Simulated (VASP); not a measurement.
# Ga3As3CO in VASP: notebook

Ga3As3CO is run at these levels: PBE+D3(BJ); tasks: single point.

All numbers are computed with VASP 6.6.1; they aren't measurements. Logs are shortened: lines on timing, memory, paths and dates and some standing lists are left out, and cuts for length are marked.

## 1. The cell of the first run

The cell holds a slab with vacuum, 8 atoms: a = 4.014 Å, b = 5.676 Å, c = 23.335 Å, α = 90.00°, β = 90.00°, γ = 90.00°.

## 2. Single point, PBE+D3(BJ)

File INCAR:

```
  PREC = Accurate
  ENCUT = 520
  EDIFF = 1E-6
  ISMEAR = 0
  SIGMA = 0.05
  LREAL = F
  LASPH = T
  NELM = 80
  ALGO = Normal
  ISIF = 2
  LWAVE = F
  LCHARG = T
  LDIPOL = T
  IDIPOL = 3
  DIPOL = 0.5 0.5 0.323
  GGA = PE
  IVDW = 12
  LELF = T
  LVHAR = T
  LVACPOTAV = T
  NBANDS = 42
```

File KPOINTS:

```
Automatic mesh
0
Gamma
  7 5 1
```

File POSCAR:

```
Ga3As3CO
1.0
    4.0137031111      0.0000000000      0.0000000000
    0.0000000000      5.6762333751      0.0000000000
    0.0000000000      0.0000000000     23.3352699083
Ga As O C
3 3 1 1
Direct
    0.5000000000      0.5000000000      0.1714143447
    0.0000000000      0.0653835255      0.2680035048
    0.5000000000      0.4894639609      0.3228546357
    0.0000000000      0.2500000000      0.1714143447
    0.5000000000      0.8102208698      0.2504948966
    0.0000000000      0.2887573198      0.3593388866
    0.5000000000      0.9554239865      0.4964703624
    0.5000000000      0.9554239865      0.5457519865
```

Potentials or basis: VASP PAW PBE potentials, release 64 (Ga_d, As, O, C).

Command:

```
$ cat potpaw_PBE.64/Ga_d/POTCAR potpaw_PBE.64/As/POTCAR potpaw_PBE.64/O/POTCAR potpaw_PBE.64/C/POTCAR > POTCAR
$ mpirun -np 1 vasp_std > vasp.out
```

OUTCAR:

```text
PREC = Accurate
   ENCUT = 520
   EDIFF = 1E-6
   ISMEAR = 0
   LREAL = F
   LASPH = T
   NELM = 80
   ISIF = 2
   GGA = PE
   IVDW = 12
 IVDW          = 12

 ion  position               nearest neighbor table
   1  0.500  0.500  0.171-   4 2.46   4 2.46   5 2.55
   2  0.000  0.065  0.268-   6 2.48   4 2.49   5 2.51   5 2.51
   3  0.500  0.489  0.323-   6 2.46   6 2.46   5 2.48
   4  0.000  0.250  0.171-   1 2.46   1 2.46   2 2.49
   5  0.500  0.810  0.250-   3 2.48   2 2.51   2 2.51   1 2.55
   6  0.000  0.289  0.359-   3 2.46   3 2.46   2 2.48
   7  0.500  0.955  0.496-   8 1.15
   8  0.500  0.955  0.546-   7 1.15

  LATTYP: Found a simple orthorhombic cell.
 ALAT       =     4.0137031111
 B/A-ratio  =     1.4142135624
 C/A-ratio  =     5.8139003465

  Lattice vectors:

 A1 = (   4.0137031111,   0.0000000000,   0.0000000000)
 A2 = (   0.0000000000,   5.6762333751,   0.0000000000)
 A3 = (   0.0000000000,   0.0000000000,  23.3352699083)

Analysis of symmetry for initial positions (statically):
=====================================================================
 Subroutine PRICEL returns:
 Original cell was already a primitive cell.

 Routine SETGRP: Setting up the symmetry group for a
 simple orthorhombic supercell.

 Subroutine GETGRP returns: Found  2 space group operations
 (whereof  2 operations were pure point group operations)
 out of a pool of  8 trial point group operations.

The static configuration has the point symmetry C_1h.

Analysis of symmetry for dynamics (positions and initial velocities):
=====================================================================
 Subroutine PRICEL returns:
 Original cell was already a primitive cell.

 Routine SETGRP: Setting up the symmetry group for a
 simple orthorhombic supercell.

 Subroutine GETGRP returns: Found  2 space group operations
 (whereof  2 operations were pure point group operations)
 out of a pool of  8 trial point group operations.

The dynamic configuration has the point symmetry C_1h.

 Subroutine INISYM returns: Found  2 space group operations
 (whereof  2 operations are pure point group operations),
 and found     1 'primitive' translations

----------------------------------------------------------------------------------------

                                     Primitive cell

  volume of cell :     531.6408

  direct lattice vectors                    reciprocal lattice vectors
     4.013703111  0.000000000  0.000000000     0.249146480  0.000000000  0.000000000
     0.000000000  5.676233375  0.000000000     0.000000000  0.176173165  0.000000000
     0.000000000  0.000000000 23.335269908     0.000000000  0.000000000  0.042853586

  length of vectors
     4.013703111  5.676233375 23.335269908     0.249146480  0.176173165  0.042853586

  position of ions in fractional coordinates (direct lattice)
     0.500000000  0.500000000  0.171414345
     0.000000000  0.065383526  0.268003505
     0.500000000  0.489463961  0.322854636
     0.000000000  0.250000000  0.171414345
     0.500000000  0.810220870  0.250494897
     0.000000000  0.288757320  0.359338887
     0.500000000  0.955423987  0.496470362
     0.500000000  0.955423987  0.545751987

  ion indices of the primitive-cell ions
   primitive index   ion index
                 1           1
                 2           2
                 3           3
                 4           4
                 5           5
                 6           6
                 7           7
                 8           8

----------------------------------------------------------------------------------------

 KPOINTS: Automatic mesh

Automatic generation of k-mesh.
 Grid dimensions read from file:
 generate k-points for:    7    5    1

 Generating k-lattice:

  Cartesian coordinates                     Fractional coordinates (reciprocal lattice)
     0.035592354  0.000000000  0.000000000     0.142857143  0.000000000  0.000000000
     0.000000000  0.035234633  0.000000000     0.000000000  0.200000000  0.000000000
     0.000000000  0.000000000  0.042853586     0.000000000  0.000000000  1.000000000

  Length of vectors
     0.035592354  0.035234633  0.042853586

  Shift w.r.t. Gamma in fractional coordinates (k-lattice)
     0.000000000  0.000000000  0.000000000

 Subroutine IBZKPT returns following result:
 ===========================================

 Found     12 irreducible k-points:

 Following reciprocal coordinates:
            Coordinates               Weight
  0.000000  0.000000  0.000000      1.000000
  0.142857  0.000000  0.000000      2.000000
  0.285714  0.000000  0.000000      2.000000
  0.428571  0.000000  0.000000      2.000000
  0.000000  0.200000  0.000000      2.000000
  0.142857  0.200000  0.000000      4.000000
  0.285714  0.200000  0.000000      4.000000
  0.428571  0.200000  0.000000      4.000000
  0.000000  0.400000  0.000000      2.000000
  0.142857  0.400000  0.000000      4.000000
  0.285714  0.400000  0.000000      4.000000
  0.428571  0.400000  0.000000      4.000000
   k-points           NKPTS =     12   k-points in BZ     NKDIM =     12   number of bands    NBANDS=     42
   number of dos      NEDOS =    301   number of ions     NIONS =      8
   total plane-waves  NPLWV = 226800
   dimension x,y,z NGX =    30 NGY =   42 NGZ =  180
   dimension x,y,z NGXF=    60 NGYF=   84 NGZF=  360
   ions per type =               3   3   1   1
   NGX,Y,Z   is equivalent  to a cutoff of  12.43, 12.30, 12.82 a.u.
   NGXF,Y,Z  is equivalent  to a cutoff of  24.85, 24.60, 25.65 a.u.
 SYSTEM =  unknown system
   PREC   = accura    normal or accurate (medium, high low for compatibility)
   ISTART =      0    job   : 0-new  1-cont  2-samecut
   ICHARG =      2    charge: 1-file 2-atom 10-const
   ISPIN  =      1    spin polarized calculation?
   LNONCOLLINEAR =      F non collinear calculations
   LSORBIT =      F    spin-orbit coupling
   LASPH  =      T    aspherical Exc in radial PAW
   ENCUT  =  520.0 eV  38.22 Ry    6.18 a.u.   7.46 10.55 43.39*2*pi/ulx,y,z
   NELM   =     80;   NELMIN=  2; NELMDL= -5     # of ELM steps
   EDIFF  = 0.1E-05   stopping-criterion for ELM
   LREAL  =      F    real-space projection
   EDIFFG = 0.1E-04   stopping-criterion for IOM
   NSW    =      0    number of steps for IOM
   IBRION =     -1    ionic relax: 0-MD 1-quasi-New 2-CG
   NFREE  =      0    steps in history (QN), initial steepest desc. (CG)
   ISIF   =      2    stress and relaxation
   ISYM   =      2    0-nonsym 1-usesym 2-fastsym
   POTIM  = 0.5000    time-step for ionic-motion
   TEBEG  =    0.0;   TEEND  =   0.0 temperature during run
   PSTRESS=    0.0 pullay stress
   NELECT =      64.0000    total number of electrons
   NUPDOWN=      -1.0000    fix difference up-down
   EMIN   =  10.00;   EMAX   =-10.00  energy-range for DOS
   EFERMI =   0.00;   METHOD = LEGACY
   ISMEAR =     0;   SIGMA  =   0.05  broadening in eV -4-tet -1-fermi 0-gaus
   EFERMI_NEDOS =   21; number of points for ismear=-14 and -15
   IALGO  =     38    algorithm
   IMIX   =      4    mixing-type and parameters
     AMIX     =   0.40;   BMIX     =  1.00
     AMIX_MAG =   1.60;   BMIX_MAG =  1.00
  volume/ion in A,a.u.               =      66.46       448.46
  Fermi-wavevector in a.u.,A,eV,Ry     =   0.808342  1.527546  8.890285  0.653418
  Thomas-Fermi vector in A             =   1.917130
   LORBIT       =      0    0 simple, 1 ext, 2 COOP (PROOUT), +10 PAW based schemes
   GGA     = PE    functional components
   LHFCALC =     F    Hartree Fock is set to
   AEXX    =    0.0000 exact exchange contribution
   IVDW    =    12    specifies the selected vdW correction
   LEPSILON=     F    determine dielectric tensor
   LRPA    =     F    only Hartree local field effects (RPA)
 non-spin polarized calculation
 Gauss-broadening in eV      SIGMA  =   0.05
  energy-cutoff  :      520.00
  volume of cell :      531.64
 maximum number of plane-waves:     14367
 NGX is ok and might be reduce to    30
   NGX = 15   NGY = 21   NGZ = 87

 dipolmoment           0.000000      0.000000     -0.001966 electrons x Angstroem

 number of electron      64.0000018 magnetization

 dipolmoment           0.000000      0.000000      0.062269 electrons x Angstroem

 Free energy of the ion-electron system (eV)
  ---------------------------------------------------
  ext. energy  EPLUGINS =         0.00000000
  ---------------------------------------------------
  free energy    TOTEN  =       -37.55094591 eV

  energy without entropy =      -37.55094591  energy(sigma->0) =      -37.55094591

 E-fermi :  -2.1048     XC(G=0):  -3.8188

 val. band max:       -2.3033896378   @ k =   0.0000   0.0000   0.0000
 cond. band min:      -1.9019641091   @ k =   0.4286   0.0000   0.0000
 fundamental gap:      0.4014255288
 Fermi energy:        -2.1047556546

 k-point     1 :       0.0000    0.0000    0.0000
  band No.  band energies     occupation
      1     -26.6891      2.00000
      2     -17.2799      2.00000
      3     -17.2238      2.00000
      4     -17.2078      2.00000
      5     -17.1820      2.00000
      6     -17.1580      2.00000
[... 34 lines left out ...]
     41       2.1113      0.00000
     42       2.2485      0.00000

 k-point     2 :       0.1429    0.0000    0.0000
  band No.  band energies     occupation
      1     -26.6875      2.00000
      2     -17.2768      2.00000
      3     -17.2209      2.00000
      4     -17.2072      2.00000
      5     -17.1814      2.00000
      6     -17.1606      2.00000
[... 34 lines left out ...]
     41       1.9290      0.00000
     42       2.2365      0.00000

 k-point     3 :       0.2857    0.0000    0.0000
  band No.  band energies     occupation
      1     -26.6837      2.00000
      2     -17.2702      2.00000
      3     -17.2140      2.00000
      4     -17.2053      2.00000
      5     -17.1808      2.00000
      6     -17.1678      2.00000
[... 357 lines left out ...]
      4     -17.2057      2.00000
      5     -17.1807      2.00000
      6     -17.1679      2.00000
[... 34 lines left out ...]
     41       2.6486      0.00000
     42       3.1579      0.00000

 k-point    12 :       0.4286    0.4000    0.0000
  band No.  band energies     occupation
      1     -26.6806      2.00000
      2     -17.2615      2.00000
      3     -17.2072      2.00000
      4     -17.2024      2.00000
      5     -17.1840      2.00000
      6     -17.1759      2.00000
[... 34 lines left out ...]
     41       2.7021      0.00000
     42       3.0204      0.00000

------------------------ aborting loop because EDIFF is reached ----------------------------------------

 Edisp (eV)   -1.25776

 E8    (eV) :    -0.5705

  FORCE on cell =-STRESS in cart. coord.  units (eV):
  Direction    XX          YY          ZZ          XY          YZ          ZX
  --------------------------------------------------------------------------------------
  -------------------------------------------------------------------------------------
  Total      -2.07195    -2.65495    -0.91212     0.00000    -0.05030     0.00000
  in kB      -6.24412    -8.00107    -2.74880     0.00000    -0.15158     0.00000
  external pressure =       -5.66 kB  Pullay stress =        0.00 kB

 VOLUME and BASIS-vectors are now :
 -----------------------------------------------------------------------------
  energy-cutoff  :      520.00
  volume of cell :      531.64
      direct lattice vectors                 reciprocal lattice vectors
     4.013703111  0.000000000  0.000000000     0.249146480  0.000000000  0.000000000
     0.000000000  5.676233375  0.000000000     0.000000000  0.176173165  0.000000000
     0.000000000  0.000000000 23.335269908     0.000000000  0.000000000  0.042853586

 POSITION                                       TOTAL-FORCE (eV/Angst)
 -----------------------------------------------------------------------------------
      2.00685      2.83812      4.00000         0.000000     -0.310150      1.029773
      0.00000      0.37113      6.25393         0.000000     -0.008592      0.017020
      2.00685      2.77831      7.53390         0.000000      0.005667      0.011610
      0.00000      1.41906      4.00000         0.000000      0.316983     -1.060933
      2.00685      4.59900      5.84537         0.000000      0.011339     -0.012926
      0.00000      1.63905      8.38527         0.000000     -0.011526      0.052899
      2.00685      5.42321     11.58527         0.000000     -0.010346      0.700074
      2.00685      5.42321     12.73527         0.000000      0.006625     -0.737516
 -----------------------------------------------------------------------------------
    total drift:                                0.000000     -0.000928      0.000404

  FREE ENERGIE OF THE ION-ELECTRON SYSTEM (eV)
  ---------------------------------------------------
  free  energy   TOTEN  =       -38.8087108240 eV

  energy  without entropy=      -38.8087108238  energy(sigma->0) =      -38.80871082

 vacuum level on the upper side and lower side of the slab         2.826         2.332
```

Wall time 4.1 min (1 thread of Intel Xeon 6975P-C (Granite Rapids), shared host); peak memory 0.64 GiB.

Results:

- Free energy: -38.8087 eV
- Largest force: 1.107 eV/Å
- Band gap on the k mesh: 0.40 eV (least direct gap 0.75 eV)
- Dispersion energy per atom: -0.157 eV

Forces on the atoms (eV/Å):
```
Ga   0.000 -0.310  1.030
Ga   0.000 -0.009  0.017
Ga   0.000  0.006  0.012
As   0.000  0.317 -1.061
As   0.000  0.011 -0.013
As   0.000 -0.012  0.053
O    0.000 -0.010  0.700
C    0.000  0.007 -0.738
```

Levels at points of the mesh, in eV from the valence-band top:
```csv
k point,band 29,band 30,band 31,band 32,band 33,band 34,band 35,band 36
"(0.00, 0.00, 0.00)",-1.32,-0.89,-0.86,0.00,0.75,1.62,2.31,2.57
```

## 3. Single point, PBE+D3(BJ)

File INCAR:

```
PREC     = Accurate       # precision mode
ENCUT    = 520            # plane-wave cutoff, eV
EDIFF    = 1E-6           # SCF threshold, eV
ISMEAR   = 0              # smearing method
SIGMA    = 0.05           # smearing width, eV
LREAL    = False          # projectors in reciprocal space
LASPH    = True           # aspherical terms in the spheres
NELM     = 120            # most SCF steps
ALGO     = Normal         # electronic algorithm
ISIF     = 2              # what is computed and relaxed
LWAVE    = False          # write WAVECAR
LCHARG   = True           # write CHGCAR
LDIPOL   = True         
IDIPOL   = 3            
DIPOL    = 0.5 0.5 0.323
GGA      = PE             # functional
IVDW     = 12             # dispersion correction
LELF     = True           # ELF
LVHAR    = True         
LVACPOTAV= True         
NBANDS   = 57             # bands
GGA_COMPAT= False        
NELMDL   = -8
```

KPOINTS is that of step 2.

Changes to POSCAR since step 2:

```diff
@@ -14,3 +14,3 @@
     0.0000000000      0.2887573198      0.3593388866
-    0.5000000000      0.9554239865      0.4964703624
-    0.5000000000      0.9554239865      0.5457519865
+    0.5000000000      0.7887573198      0.4964703624
+    0.5000000000      0.7887573198      0.5457519865
```

Potentials or basis: VASP PAW PBE potentials, release 64 (Ga_d, As_d, O, C).

Command:

```
$ cat potpaw_PBE.64/Ga_d/POTCAR potpaw_PBE.64/As_d/POTCAR potpaw_PBE.64/O/POTCAR potpaw_PBE.64/C/POTCAR > POTCAR
$ mpirun -np 1 vasp_std > vasp.out
```

Wall time 6.3 min (1 thread of Intel Xeon 6975P-C (Granite Rapids), shared host); peak memory 0.73 GiB.

The run converged. Its results:

| Quantity | Value |
| --- | --- |
| Free energy | -38.8559 eV |
| Largest force | 1.100 eV/Å |
| Band gap on the k mesh | 0.41 eV (least direct gap 0.75 eV) |
| Dispersion energy per atom | -0.157 eV |

Forces in eV/Å, atoms in the order of the input:
```
Ga   0.000 -0.320  1.036
Ga   0.000 -0.008  0.018
Ga   0.000  0.005  0.024
As   0.000  0.325 -1.051
As   0.000  0.005 -0.012
As   0.000 -0.003  0.030
O    0.000 -0.008  0.688
C    0.000  0.003 -0.735
```

Levels at points of the mesh, in eV from the valence-band top:
```tsv
k point	band 44	band 45	band 46	band 47	band 48	band 49	band 50	band 51
(0.00, 0.00, 0.00)	-1.32	-0.88	-0.86	0.00	0.75	1.62	2.32	2.54
```

[end of part 1 of 2]
